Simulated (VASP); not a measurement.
# Au2S (Pn-3m) in VASP: single point with LDA

Aim: the single point of Au2S with LDA.

Program: VASP 6.6.1. These are calculated values, not measurements. Logs are shortened: lines on timing, memory, paths and dates and some standing lists are left out, and cuts for length are marked.

## Step 1: The cell of the first run

The structure is cubic, space group Pn-3m (No. 224). Conventional cell: a = 5.021 Å, b = 5.021 Å, c = 5.021 Å, α = 90.00°, β = 90.00°, γ = 90.00°. S (site symmetry -43m) has 4 Au at 2.17 Å within 2.9 Å. Au (site symmetry -3m) has 2 S at 2.17 Å within 2.9 Å.

## Step 2: Single point, LDA

Input file INCAR:

```
SYSTEM = Au2S
ALGO = Normal
EDIFF = 1E-6
ENCUT = 520
ISIF = 2
ISMEAR = 1
LASPH = .TRUE.
LCHARG = .FALSE.
LREAL = .FALSE.
LWAVE = .FALSE.
NBANDS = 37
NELM = 60
PREC = Accurate
SIGMA = 0.1
```

Input file KPOINTS:

```
k-points
0
G
  5 5 5
  0 0 0
```

Input file POSCAR:

```
Au2S
1.0
    5.0205700000      0.0000000000      0.0000000000
    0.0000000000      5.0205700000      0.0000000000
    0.0000000000      0.0000000000      5.0205700000
S Au
2 4
Direct
    0.0000000000      0.0000000000      0.0000000000
    0.5000000000      0.5000000000      0.5000000000
    0.2500000000      0.2500000000      0.2500000000
    0.2500000000      0.7500000000      0.7500000000
    0.7500000000      0.7500000000      0.2500000000
    0.7500000000      0.2500000000      0.7500000000
```

Potentials or basis: VASP PAW LDA potentials, release 64 (S, Au).

Run with:

```console
cat potpaw_LDA.64/S/POTCAR potpaw_LDA.64/Au/POTCAR > POTCAR
mpirun -np 1 vasp_std > vasp.out
```

OUTCAR:

```text
SYSTEM = Au2S
   EDIFF = 1E-6
   ENCUT = 520
   ISIF = 2
   ISMEAR = 1
   LASPH = .TRUE.
   LREAL = .FALSE.
   NELM = 60
   PREC = Accurate

 ion  position               nearest neighbor table
   1  0.000  0.000  0.000-   3 2.17   4 2.17   5 2.17   6 2.17
   2  0.500  0.500  0.500-   3 2.17   4 2.17   5 2.17   6 2.17
   3  0.250  0.250  0.250-   1 2.17   2 2.17   4 3.55   5 3.55   6 3.55   4 3.55   6 3.55   4 3.55
                             5 3.55   4 3.55   5 3.55   6 3.55   6 3.55   5 3.55
   4  0.250  0.750  0.750-   1 2.17   2 2.17   3 3.55   5 3.55   6 3.55   3 3.55   5 3.55   3 3.55
                             6 3.55   3 3.55   5 3.55   6 3.55   5 3.55   6 3.55
   5  0.750  0.750  0.250-   1 2.17   2 2.17   3 3.55   4 3.55   6 3.55   4 3.55   6 3.55   3 3.55
                             6 3.55   6 3.55   3 3.55   4 3.55   4 3.55   3 3.55
   6  0.750  0.250  0.750-   1 2.17   2 2.17   3 3.55   4 3.55   5 3.55   3 3.55   5 3.55   4 3.55
                             5 3.55   5 3.55   3 3.55   4 3.55   3 3.55   4 3.55

  LATTYP: Found a simple cubic cell.
 ALAT       =     5.0205700000

  Lattice vectors:

 A1 = (   5.0205700000,   0.0000000000,   0.0000000000)
 A2 = (   0.0000000000,   5.0205700000,   0.0000000000)
 A3 = (   0.0000000000,   0.0000000000,   5.0205700000)

Analysis of symmetry for initial positions (statically):
=====================================================================
 Subroutine PRICEL returns:
 Original cell was already a primitive cell.

 Routine SETGRP: Setting up the symmetry group for a
 simple cubic supercell.

 Subroutine GETGRP returns: Found 48 space group operations
 (whereof 24 operations were pure point group operations)
 out of a pool of 48 trial point group operations.

The static configuration has the point symmetry T_d .
 The point group associated with its full space group is O_h .

Analysis of symmetry for dynamics (positions and initial velocities):
=====================================================================
 Subroutine PRICEL returns:
 Original cell was already a primitive cell.

 Routine SETGRP: Setting up the symmetry group for a
 simple cubic supercell.

 Subroutine GETGRP returns: Found 48 space group operations
 (whereof 24 operations were pure point group operations)
 out of a pool of 48 trial point group operations.

The dynamic configuration has the point symmetry T_d .
 The point group associated with its full space group is O_h .

 Subroutine INISYM returns: Found 48 space group operations
 (whereof 24 operations are pure point group operations),
 and found     1 'primitive' translations

----------------------------------------------------------------------------------------

                                     Primitive cell

  volume of cell :     126.5491

  direct lattice vectors                    reciprocal lattice vectors
     5.020570000  0.000000000  0.000000000     0.199180571  0.000000000  0.000000000
     0.000000000  5.020570000  0.000000000     0.000000000  0.199180571  0.000000000
     0.000000000  0.000000000  5.020570000     0.000000000  0.000000000  0.199180571

  length of vectors
     5.020570000  5.020570000  5.020570000     0.199180571  0.199180571  0.199180571

  position of ions in fractional coordinates (direct lattice)
     0.000000000  0.000000000  0.000000000
     0.500000000  0.500000000  0.500000000
     0.250000000  0.250000000  0.250000000
     0.250000000  0.750000000  0.750000000
     0.750000000  0.750000000  0.250000000
     0.750000000  0.250000000  0.750000000

  ion indices of the primitive-cell ions
   primitive index   ion index
                 1           1
                 2           2
                 3           3
                 4           4
                 5           5
                 6           6

----------------------------------------------------------------------------------------

 KPOINTS: k-points

Automatic generation of k-mesh.
 Grid dimensions read from file:
 generate k-points for:    5    5    5

 Generating k-lattice:

  Cartesian coordinates                     Fractional coordinates (reciprocal lattice)
     0.039836114  0.000000000  0.000000000     0.200000000  0.000000000  0.000000000
     0.000000000  0.039836114  0.000000000     0.000000000  0.200000000  0.000000000
     0.000000000  0.000000000  0.039836114     0.000000000  0.000000000  0.200000000

  Length of vectors
     0.039836114  0.039836114  0.039836114

  Shift w.r.t. Gamma in fractional coordinates (k-lattice)
     0.000000000  0.000000000  0.000000000

 Subroutine IBZKPT returns following result:
 ===========================================

 Found     10 irreducible k-points:

 Following reciprocal coordinates:
            Coordinates               Weight
  0.000000  0.000000  0.000000      1.000000
  0.200000  0.000000  0.000000      6.000000
  0.400000  0.000000  0.000000      6.000000
  0.200000  0.200000  0.000000     12.000000
  0.400000  0.200000  0.000000     24.000000
  0.400000  0.400000  0.000000     12.000000
  0.200000  0.200000  0.200000      8.000000
  0.400000  0.200000  0.200000     24.000000
  0.400000  0.400000  0.200000     24.000000
  0.400000  0.400000  0.400000      8.000000
   k-points           NKPTS =     10   k-points in BZ     NKDIM =     10   number of bands    NBANDS=     37
   number of dos      NEDOS =    301   number of ions     NIONS =      6
   total plane-waves  NPLWV =  64000
   dimension x,y,z NGX =    40 NGY =   40 NGZ =   40
   dimension x,y,z NGXF=    80 NGYF=   80 NGZF=   80
   ions per type =               2   4
   NGX,Y,Z   is equivalent  to a cutoff of  13.25, 13.25, 13.25 a.u.
   NGXF,Y,Z  is equivalent  to a cutoff of  26.49, 26.49, 26.49 a.u.
 SYSTEM =  Au2S
   PREC   = accura    normal or accurate (medium, high low for compatibility)
   ISTART =      0    job   : 0-new  1-cont  2-samecut
   ICHARG =      2    charge: 1-file 2-atom 10-const
   ISPIN  =      1    spin polarized calculation?
   LNONCOLLINEAR =      F non collinear calculations
   LSORBIT =      F    spin-orbit coupling
   LASPH  =      T    aspherical Exc in radial PAW
   ENCUT  =  520.0 eV  38.22 Ry    6.18 a.u.   9.33  9.33  9.33*2*pi/ulx,y,z
   NELM   =     60;   NELMIN=  2; NELMDL= -5     # of ELM steps
   EDIFF  = 0.1E-05   stopping-criterion for ELM
   LREAL  =      F    real-space projection
   EDIFFG = 0.1E-04   stopping-criterion for IOM
   NSW    =      0    number of steps for IOM
   IBRION =     -1    ionic relax: 0-MD 1-quasi-New 2-CG
   NFREE  =      0    steps in history (QN), initial steepest desc. (CG)
   ISIF   =      2    stress and relaxation
   ISYM   =      2    0-nonsym 1-usesym 2-fastsym
   POTIM  = 0.5000    time-step for ionic-motion
   TEBEG  =    0.0;   TEEND  =   0.0 temperature during run
   PSTRESS=    0.0 pullay stress
   NELECT =      56.0000    total number of electrons
   NUPDOWN=      -1.0000    fix difference up-down
   EMIN   =  10.00;   EMAX   =-10.00  energy-range for DOS
   EFERMI =   0.00;   METHOD = LEGACY
   ISMEAR =     1;   SIGMA  =   0.10  broadening in eV -4-tet -1-fermi 0-gaus
   EFERMI_NEDOS =   21; number of points for ismear=-14 and -15
   IALGO  =     38    algorithm
   IMIX   =      4    mixing-type and parameters
     AMIX     =   0.40;   BMIX     =  1.00
     AMIX_MAG =   1.60;   BMIX_MAG =  1.00
  volume/ion in A,a.u.               =      21.09       142.33
  Fermi-wavevector in a.u.,A,eV,Ry     =   1.247530  2.357491 21.175185  1.556332
  Thomas-Fermi vector in A             =   2.381658
   LORBIT       =      0    0 simple, 1 ext, 2 COOP (PROOUT), +10 PAW based schemes
   GGA     = CA    functional components
   LHFCALC =     F    Hartree Fock is set to
   AEXX    =    0.0000 exact exchange contribution
   IVDW    =     0    specifies the selected vdW correction
   LEPSILON=     F    determine dielectric tensor
   LRPA    =     F    only Hartree local field effects (RPA)
 non-spin polarized calculation
 Methfessel and Paxton  Order N= 1 SIGMA  =   0.10
  energy-cutoff  :      520.00
  volume of cell :      126.55
 maximum number of plane-waves:      3430
 NGX is ok and might be reduce to    40
   NGX = 19   NGY = 19   NGZ = 19

 number of electron      56.0000022 magnetization

 Free energy of the ion-electron system (eV)
  ---------------------------------------------------
  ext. energy  EPLUGINS =         0.00000000
  ---------------------------------------------------
  free energy    TOTEN  =       -26.34323808 eV

  energy without entropy =      -26.34412766  energy(sigma->0) =      -26.34353461

 E-fermi :   5.0383     XC(G=0): -10.8353

 val. band max:        4.9872746534   @ k =   0.0000   0.0000   0.0000
 cond. band min:       6.2793643023   @ k =   0.0000   0.0000   0.0000
 fundamental gap:      1.2920896490
 Fermi energy:         5.0382827849

 k-point     1 :       0.0000    0.0000    0.0000
  band No.  band energies     occupation
      1     -10.2668      2.00000
      2      -8.2759      2.00000
      3      -3.0057      2.00000
      4      -3.0057      2.00000
      5      -3.0057      2.00000
      6       0.2594      2.00000
[... 29 lines left out ...]
     36      12.5210      0.00000
     37      12.5210      0.00000

 k-point     2 :       0.2000    0.0000    0.0000
  band No.  band energies     occupation
      1     -10.1223      2.00000
      2      -8.5416      2.00000
      3      -2.8806      2.00000
      4      -2.8806      2.00000
      5      -2.6311      2.00000
      6       0.0915      2.00000
[... 29 lines left out ...]
     36      12.7144      0.00000
     37      12.7144      0.00000
[... 278 lines left out ...]
     36      13.2430      0.00000
     37      13.7713      0.00000

 k-point    10 :       0.4000    0.4000    0.4000
  band No.  band energies     occupation
      1     -10.0160      2.00000
      2      -8.5544      2.00000
      3      -2.8831      2.00000
      4      -2.8831      2.00000
      5      -2.6522      2.00000
      6       0.1633      2.00000
[... 29 lines left out ...]
     36      12.8169      0.00000
     37      13.2388      0.00000

------------------------ aborting loop because EDIFF is reached ----------------------------------------

  FORCE on cell =-STRESS in cart. coord.  units (eV):
  Direction    XX          YY          ZZ          XY          YZ          ZX
  --------------------------------------------------------------------------------------
  -------------------------------------------------------------------------------------
  Total        9.0733505      9.0733505      9.0733505     -0.0000000      0.0000000     -0.0000000
  in kB      114.8733245    114.8733245    114.8733245     -0.0000000      0.0000000     -0.0000000
  external PRESSURE =     114.8733245 kB  Pullay stress =       0.0000000 kB

 VOLUME and BASIS-vectors are now :
 -----------------------------------------------------------------------------
  energy-cutoff  :      520.00
  volume of cell :      126.55
      direct lattice vectors                 reciprocal lattice vectors
     5.020570000  0.000000000  0.000000000     0.199180571  0.000000000  0.000000000
     0.000000000  5.020570000  0.000000000     0.000000000  0.199180571  0.000000000
     0.000000000  0.000000000  5.020570000     0.000000000  0.000000000  0.199180571

 POSITION                                       TOTAL-FORCE (eV/Angst)
 -----------------------------------------------------------------------------------
      0.00000      0.00000      0.00000        -0.000000      0.000000      0.000000
      2.51029      2.51029      2.51029        -0.000000      0.000000      0.000000
      1.25514      1.25514      1.25514         0.000000     -0.000000      0.000000
      1.25514      3.76543      3.76543        -0.000000      0.000000      0.000000
      3.76543      3.76543      1.25514         0.000000      0.000000      0.000000
      3.76543      1.25514      3.76543        -0.000000     -0.000000     -0.000000
 -----------------------------------------------------------------------------------
    total drift:                                0.000000     -0.000000     -0.000000

  FREE ENERGIE OF THE ION-ELECTRON SYSTEM (eV)
  ---------------------------------------------------
  free  energy   TOTEN  =       -26.3432380822 eV

  energy  without entropy=      -26.3441276638  energy(sigma->0) =      -26.34353461
```

Wall time 42 s (1 thread of AMD EPYC 7R43 (Zen 3), shared host); peak memory 0.17 GiB.

Results:

```
Free energy            : -26.3432 eV
Pressure               : 11.5 GPa
Band gap on the k mesh : 1.29 eV
```

Levels at points of the mesh, in eV from the valence-band top:
```
           k point  band 26  band 27  band 28  band 29  band 30  band 31
(0.00, 0.00, 0.00)     0.00     0.00     0.00     1.29     1.29     3.04
```

Caveat: the cell stands under pressure; spin-orbit coupling is left out, which moves the levels of the heavy elements. As with any semilocal functional, this LDA gap is likely too small.
